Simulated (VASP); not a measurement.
# Ba3Ta5 (Im-3m) in VASP: single point with PBE

Aim: the single point of Ba3Ta5 with PBE.

Program: VASP 6.6.1. These are calculated values, not measurements. Logs are shortened: lines on timing, memory, paths and dates and some standing lists are left out, and cuts for length are marked.

### 1 The cell of the first run

Symmetry: Im-3m, No. 229, cubic system. The conventional cell has a = 7.220 Å, b = 7.220 Å, c = 7.220 Å, α = 90.00°, β = 90.00°, γ = 90.00°. Within 4.1 Å of Ba (site symmetry 4/mmm) lie 10 Ta at 3.13 to 3.61 Å and 4 Ba at 3.61 Å. Within 4.1 Å of Ta (site symmetry m-3m) lie 8 Ta at 3.13 Å and 6 Ba at 3.61 Å. Within 4.1 Å of Ta (site symmetry -3m) lie 6 Ba at 3.13 Å and 8 Ta at 3.13 to 3.61 Å.

The cell was built from a structure type or drawn by symmetry, and may not be a known phase.

### 2 Single point, PBE

Contents of INCAR:

```
SYSTEM = Ba3Ta5
PREC = Accurate ; ENCUT = 500
EDIFF = 1E-6 ; ISMEAR = 0
SIGMA = 0.1 ; LREAL = .FALSE.
LASPH = .TRUE. ; NELM = 120
ALGO = Normal ; ISIF = 2
LWAVE = .FALSE. ; LCHARG = .FALSE.
GGA = PE ; NBANDS = 52
GGA_COMPAT = .FALSE.
```

Contents of KPOINTS:

```
Automatic mesh
0
G
  8 8 8
  0 0 0
```

Contents of POSCAR:

```
Ba3Ta5
1.0
   -3.6097590400      3.6097590400      3.6097590400
    3.6097590400     -3.6097590400      3.6097590400
    3.6097590400      3.6097590400     -3.6097590400
Ba Ta
3 5
Direct
    0.0000000000      0.5000000000      0.5000000000
    0.5000000000      0.5000000000      0.0000000000
    0.5000000000      0.0000000000      0.5000000000
    0.0000000000      0.0000000000      0.0000000000
    0.0000000000      0.0000000000      0.5000000000
    0.0000000000      0.5000000000      0.0000000000
    0.5000000000      0.0000000000      0.0000000000
    0.5000000000      0.5000000000      0.5000000000
```

Potentials or basis: VASP PAW PBE potentials, release 64 (Ba_sv, Ta_pv).

Launch:

```bash
cat potpaw_PBE.64/Ba_sv/POTCAR potpaw_PBE.64/Ta_pv/POTCAR > POTCAR
mpirun -np 1 vasp_std > vasp.out
```

OUTCAR:

```text
SYSTEM = Ba3Ta5
   PREC = Accurate
   ENCUT = 500
   EDIFF = 1E-6
   ISMEAR = 0
   LREAL = .FALSE.
   LASPH = .TRUE.
   NELM = 120
   ISIF = 2
   GGA = PE

 ion  position               nearest neighbor table
   1  0.000  0.500  0.500-   5 3.13   6 3.13   7 3.13   8 3.13   6 3.13   5 3.13   8 3.13   7 3.13
                             4 3.61   4 3.61   2 3.61   2 3.61   3 3.61   3 3.61
   2  0.500  0.500  0.000-   5 3.13   6 3.13   7 3.13   8 3.13   8 3.13   7 3.13   6 3.13   5 3.13
                             4 3.61   3 3.61   1 3.61   1 3.61   4 3.61   3 3.61
   3  0.500  0.000  0.500-   5 3.13   6 3.13   7 3.13   8 3.13   7 3.13   8 3.13   5 3.13   6 3.13
                             4 3.61   2 3.61   1 3.61   4 3.61   1 3.61   2 3.61
   4  0.000  0.000  0.000-   5 3.13   6 3.13   7 3.13   8 3.13   5 3.13   6 3.13   7 3.13   8 3.13
                             3 3.61   1 3.61   1 3.61   3 3.61   2 3.61   2 3.61
   5  0.000  0.000  0.500-   1 3.13   2 3.13   3 3.13   4 3.13   4 3.13   1 3.13   3 3.13   2 3.13

   6  0.000  0.500  0.000-   1 3.13   2 3.13   3 3.13   4 3.13   1 3.13   4 3.13   2 3.13   3 3.13

   7  0.500  0.000  0.000-   1 3.13   2 3.13   3 3.13   4 3.13   3 3.13   2 3.13   4 3.13   1 3.13

   8  0.500  0.500  0.500-   1 3.13   2 3.13   3 3.13   4 3.13   2 3.13   3 3.13   1 3.13   4 3.13

  LATTYP: Found a body centered cubic cell.
 ALAT       =     7.2195180800

  Lattice vectors:

 A1 = (  -3.6097590400,   3.6097590400,   3.6097590400)
 A2 = (   3.6097590400,  -3.6097590400,   3.6097590400)
 A3 = (   3.6097590400,   3.6097590400,  -3.6097590400)

Analysis of symmetry for initial positions (statically):
=====================================================================
 Subroutine PRICEL returns:
 Original cell was already a primitive cell.

 Routine SETGRP: Setting up the symmetry group for a
 body centered cubic supercell.

 Subroutine GETGRP returns: Found 48 space group operations
 (whereof 48 operations were pure point group operations)
 out of a pool of 48 trial point group operations.

The static configuration has the point symmetry O_h .

Analysis of symmetry for dynamics (positions and initial velocities):
=====================================================================
 Subroutine PRICEL returns:
 Original cell was already a primitive cell.

 Routine SETGRP: Setting up the symmetry group for a
 body centered cubic supercell.

 Subroutine GETGRP returns: Found 48 space group operations
 (whereof 48 operations were pure point group operations)
 out of a pool of 48 trial point group operations.

The dynamic configuration has the point symmetry O_h .

 Subroutine INISYM returns: Found 48 space group operations
 (whereof 48 operations are pure point group operations),
 and found     1 'primitive' translations

----------------------------------------------------------------------------------------

                                     Primitive cell

  volume of cell :     188.1458

  direct lattice vectors                    reciprocal lattice vectors
    -3.609759040  3.609759040  3.609759040     0.000000000  0.138513401  0.138513401
     3.609759040 -3.609759040  3.609759040     0.138513401  0.000000000  0.138513401
     3.609759040  3.609759040 -3.609759040     0.138513401  0.138513401  0.000000000

  length of vectors
     6.252286060  6.252286060  6.252286060     0.195887530  0.195887530  0.195887530

  position of ions in fractional coordinates (direct lattice)
     0.000000000  0.500000000  0.500000000
     0.500000000  0.500000000  0.000000000
     0.500000000  0.000000000  0.500000000
     0.000000000  0.000000000  0.000000000
     0.000000000  0.000000000  0.500000000
     0.000000000  0.500000000  0.000000000
     0.500000000  0.000000000  0.000000000
     0.500000000  0.500000000  0.500000000

  ion indices of the primitive-cell ions
   primitive index   ion index
                 1           1
                 2           2
                 3           3
                 4           4
                 5           5
                 6           6
                 7           7
                 8           8

----------------------------------------------------------------------------------------

 KPOINTS: Automatic mesh

Automatic generation of k-mesh.
 Grid dimensions read from file:
 generate k-points for:    8    8    8

 Generating k-lattice:

  Cartesian coordinates                     Fractional coordinates (reciprocal lattice)
     0.000000000  0.017314175  0.017314175     0.125000000  0.000000000  0.000000000
     0.017314175  0.000000000  0.017314175     0.000000000  0.125000000  0.000000000
     0.017314175  0.017314175  0.000000000     0.000000000  0.000000000  0.125000000

  Length of vectors
     0.024485941  0.024485941  0.024485941

  Shift w.r.t. Gamma in fractional coordinates (k-lattice)
     0.000000000  0.000000000  0.000000000

 Subroutine IBZKPT returns following result:
 ===========================================

 Found     29 irreducible k-points:

 Following reciprocal coordinates:
            Coordinates               Weight
  0.000000  0.000000  0.000000      1.000000
  0.125000  0.000000  0.000000     12.000000
  0.250000  0.000000  0.000000     12.000000
  0.375000  0.000000  0.000000     12.000000
  0.500000  0.000000  0.000000      6.000000
  0.125000  0.125000  0.000000     24.000000
[... 16 lines left out ...]
 -0.250000  0.250000  0.250000      6.000000
 -0.375000  0.375000  0.250000     24.000000
 [... further k-points ...]
   k-points           NKPTS =     29   k-points in BZ     NKDIM =     29   number of bands    NBANDS=     52
   number of dos      NEDOS =    301   number of ions     NIONS =      8
   total plane-waves  NPLWV = 110592
   dimension x,y,z NGX =    48 NGY =   48 NGZ =   48
   dimension x,y,z NGXF=    96 NGYF=   96 NGZF=   96
   ions per type =               3   5
   NGX,Y,Z   is equivalent  to a cutoff of  12.76, 12.76, 12.76 a.u.
   NGXF,Y,Z  is equivalent  to a cutoff of  25.53, 25.53, 25.53 a.u.
 SYSTEM =  Ba3Ta5
   PREC   = accura    normal or accurate (medium, high low for compatibility)
   ISTART =      0    job   : 0-new  1-cont  2-samecut
   ICHARG =      2    charge: 1-file 2-atom 10-const
   ISPIN  =      1    spin polarized calculation?
   LNONCOLLINEAR =      F non collinear calculations
   LSORBIT =      F    spin-orbit coupling
   LASPH  =      T    aspherical Exc in radial PAW
   ENCUT  =  500.0 eV  36.75 Ry    6.06 a.u.  11.40 11.40 11.40*2*pi/ulx,y,z
   NELM   =    120;   NELMIN=  2; NELMDL= -5     # of ELM steps
   EDIFF  = 0.1E-05   stopping-criterion for ELM
   LREAL  =      F    real-space projection
   EDIFFG = 0.1E-04   stopping-criterion for IOM
   NSW    =      0    number of steps for IOM
   IBRION =     -1    ionic relax: 0-MD 1-quasi-New 2-CG
   NFREE  =      0    steps in history (QN), initial steepest desc. (CG)
   ISIF   =      2    stress and relaxation
   ISYM   =      2    0-nonsym 1-usesym 2-fastsym
   POTIM  = 0.5000    time-step for ionic-motion
   TEBEG  =    0.0;   TEEND  =   0.0 temperature during run
   PSTRESS=    0.0 pullay stress
   NELECT =      85.0000    total number of electrons
   NUPDOWN=      -1.0000    fix difference up-down
   EMIN   =  10.00;   EMAX   =-10.00  energy-range for DOS
   EFERMI =   0.00;   METHOD = LEGACY
   ISMEAR =     0;   SIGMA  =   0.10  broadening in eV -4-tet -1-fermi 0-gaus
   EFERMI_NEDOS =   21; number of points for ismear=-14 and -15
   IALGO  =     38    algorithm
   IMIX   =      4    mixing-type and parameters
     AMIX     =   0.40;   BMIX     =  1.00
     AMIX_MAG =   1.60;   BMIX_MAG =  1.00
  volume/ion in A,a.u.               =      23.52       158.71
  Fermi-wavevector in a.u.,A,eV,Ry     =   1.256173  2.373824 21.469608  1.577972
  Thomas-Fermi vector in A             =   2.389894
   LORBIT       =      0    0 simple, 1 ext, 2 COOP (PROOUT), +10 PAW based schemes
   GGA     = PE    functional components
   LHFCALC =     F    Hartree Fock is set to
   AEXX    =    0.0000 exact exchange contribution
   IVDW    =     0    specifies the selected vdW correction
   LEPSILON=     F    determine dielectric tensor
   LRPA    =     F    only Hartree local field effects (RPA)
 non-spin polarized calculation
 Gauss-broadening in eV      SIGMA  =   0.10
  energy-cutoff  :      500.00
  volume of cell :      188.15
 maximum number of plane-waves:      4874
 NGX is ok and might be reduce to    48
   NGX = 23   NGY = 23   NGZ = 23

 number of electron      85.0000017 magnetization

 Free energy of the ion-electron system (eV)
  ---------------------------------------------------
  ext. energy  EPLUGINS =         0.00000000
  ---------------------------------------------------
  free energy    TOTEN  =       -51.85299583 eV

  energy without entropy =      -51.79010198  energy(sigma->0) =      -51.82154890

 E-fermi :   4.8555     XC(G=0): -11.3079

 val. band max:        4.8508040682   @ k =   0.3750   0.0000   0.0000
 cond. band min:       4.8696361848   @ k =   0.3750   0.0000   0.0000
 fundamental gap:      0.0188321166
 Fermi energy:         4.8554788697

 k-point     1 :       0.0000    0.0000    0.0000
  band No.  band energies     occupation
      1     -29.9603      2.00000
      2     -29.9603      2.00000
      3     -29.9603      2.00000
      4     -29.9359      2.00000
      5     -29.9359      2.00000
      6     -29.9359      2.00000
[... 44 lines left out ...]
     51       7.2659      0.00000
     52       7.5840      0.00000

 k-point     2 :       0.1250    0.0000    0.0000
  band No.  band energies     occupation
      1     -29.9598      2.00000
      2     -29.9593      2.00000
      3     -29.9568      2.00000
      4     -29.9350      2.00000
      5     -29.9335      2.00000
      6     -29.9314      2.00000
[... 44 lines left out ...]
     51       7.2788      0.00000
     52       7.5395      0.00000

 k-point     3 :       0.2500    0.0000    0.0000
  band No.  band energies     occupation
      1     -29.9579      2.00000
      2     -29.9572      2.00000
      3     -29.9468      2.00000
      4     -29.9316      2.00000
      5     -29.9309      2.00000
      6     -29.9203      2.00000
[... 44 lines left out ...]
     51       7.0633      0.00000
     52       7.1704      0.00000
[... 1046 lines left out ...]
 k-point    23 :      -0.2500    0.2500    0.2500
  band No.  band energies     occupation
      1     -29.9721      2.00000
      2     -29.9528      2.00000
      3     -29.9423      2.00000
      4     -29.9423      2.00000
      5     -29.9049      2.00000
      6     -29.9049      2.00000
[... 44 lines left out ...]
     51       6.6569      0.00000
     52       7.1529      0.00000

 k-point    24 :      -0.3750    0.3750    0.2500
  band No.  band energies     occupation
      1     -29.9747      2.00000
      2     -29.9624      2.00000
      3     -29.9379      2.00000
      4     -29.9346      2.00000
      5     -29.9114      2.00000
      6     -29.8959      2.00000
[... 44 lines left out ...]
     51       6.2668      0.00000
     52       6.3919      0.00000

 [... further k-points ...]

------------------------ aborting loop because EDIFF is reached ----------------------------------------

  FORCE on cell =-STRESS in cart. coord.  units (eV):
  Direction    XX          YY          ZZ          XY          YZ          ZX
  --------------------------------------------------------------------------------------
  -------------------------------------------------------------------------------------
  Total        2.1604595      2.1604595      2.1604595      0.0000000     -0.0000000      0.0000000
  in kB       18.3976383     18.3976383     18.3976383      0.0000000     -0.0000000      0.0000000
  external PRESSURE =      18.3976383 kB  Pullay stress =       0.0000000 kB

 VOLUME and BASIS-vectors are now :
 -----------------------------------------------------------------------------
  energy-cutoff  :      500.00
  volume of cell :      188.15
      direct lattice vectors                 reciprocal lattice vectors
    -3.609759040  3.609759040  3.609759040     0.000000000  0.138513401  0.138513401
     3.609759040 -3.609759040  3.609759040     0.138513401  0.000000000  0.138513401
     3.609759040  3.609759040 -3.609759040     0.138513401  0.138513401  0.000000000

 POSITION                                       TOTAL-FORCE (eV/Angst)
 -----------------------------------------------------------------------------------
      3.60976      0.00000      0.00000        -0.000000      0.000000     -0.000000
      0.00000      0.00000      3.60976        -0.000000      0.000000      0.000000
      0.00000      3.60976      0.00000        -0.000000      0.000000     -0.000000
      0.00000      0.00000      0.00000        -0.000000      0.000000      0.000000
      1.80488      1.80488     -1.80488         0.000000     -0.000000      0.000000
      1.80488     -1.80488      1.80488         0.000000      0.000000      0.000000
     -1.80488      1.80488      1.80488         0.000000      0.000000     -0.000000
      1.80488      1.80488      1.80488        -0.000000     -0.000000     -0.000000
 -----------------------------------------------------------------------------------
    total drift:                                0.000000      0.000000     -0.000000

  FREE ENERGIE OF THE ION-ELECTRON SYSTEM (eV)
  ---------------------------------------------------
  free  energy   TOTEN  =       -51.8529958257 eV

  energy  without entropy=      -51.7901019826  energy(sigma->0) =      -51.82154890
```

Run time: 4.1 min. Hardware: 1 thread of Intel Xeon Platinum 8559C (Emerald Rapids), shared host; peak memory 0.44 GiB.

What came out:

* Free energy: -51.8530 eV
* Pressure: 1.8 GPa
* Band gap on the k mesh: zero (an odd number of electrons rules out a gap without spin polarisation)

Caveat: spin-orbit coupling is left out, which moves the levels of the heavy elements.
